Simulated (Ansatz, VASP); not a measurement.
# NaI: VASP beside Ansatz

Contents of INCAR:

```
SYSTEM = NaI
PREC = Accurate
ENCUT = 520
EDIFF = 1E-7
ISMEAR = -1
SIGMA = 0.02
LREAL = .FALSE.
LASPH = .TRUE.
NELM = 60
ALGO = Normal
ISIF = 2
LWAVE = .FALSE.
LCHARG = .FALSE.
GGA = PE
NBANDS = 14
```

The input KPOINTS:

```
Automatic mesh
0
G
  8 8 8
  0 0 0
```

File POSCAR:

```
NaI
1.0
    0.0000000000      3.2297205588      3.2620177644
    3.2297205588      0.0000000000      3.2620177644
    3.2297205588      3.2297205588      0.0000000000
Na I
1 1
Direct
    0.0000000000      0.0000000000      0.0000000000
    0.5000000000      0.5000000000      0.5000000000
```

Input for Ansatz:

```yaml
crystal:
  lattice:
    - [0.0, 3.2297205588, 3.2620177644]
    - [3.2297205588, 0.0, 3.2620177644]
    - [3.2297205588, 3.2297205588, 0.0]
  atoms:
    - { symbol: Na, position: [0.0, 0.0, 0.0] }
    - { symbol: I, position: [0.5, 0.5, 0.5] }
kpoints:
  mp_grid: { grid: [8, 8, 8] }
  band_path:
    path:
      - [0.0, 0.0, 0.0]
      - [0.5, 0.0, 0.5]
      - [0.625, 0.25, 0.625]
      - [0.375, 0.375, 0.75]
      - [0.5, 0.5, 0.5]
      - [0.5, 0.25, 0.75]
    npoints: 1
hamiltonian:
  xc: pbe
scf:
  occupations: { method: fermi_dirac, width: 0.02 }
  n_extra_bands: 4
output:
  forces: true
  stress: true
  eigenvalues: true
```

Change from the starting cell: uniaxial_z strain +1.0%.

Alike in both runs: task single point; functional PBE; k mesh 8 × 8 × 8; occupations fermi-dirac, width 0.02 eV; no spin polarisation.

|  | VASP | Ansatz |
| --- | --- | --- |
| version | VASP 6.6.1 | Ansatz 0.2.0 |
| potentials or method | VASP PAW PBE potentials, release 64 (Na_pv, I) | plane waves, PAW |
| plane-wave cutoff (eV) | 520 | 420 |
| valence electrons in the cell | 14 | 26 |

VASP gave:

```
gap on the k mesh at the Fermi level (eV)                     : 3.62
pressure (GPa)                                                : 0.4
traceless stress, the component that is largest in VASP (GPa) : -0.16
```

What did Ansatz give for the same quantities?

gap on the k mesh at the Fermi level (eV): 3.63; pressure (GPa): 0.4; traceless stress, the component that is largest in VASP (GPa): -0.16.

VASP's potentials hold 14 valence electrons a cell and Ansatz's 26, so a difference there can come from the potentials and not from the codes.

Spin-orbit coupling is off throughout.
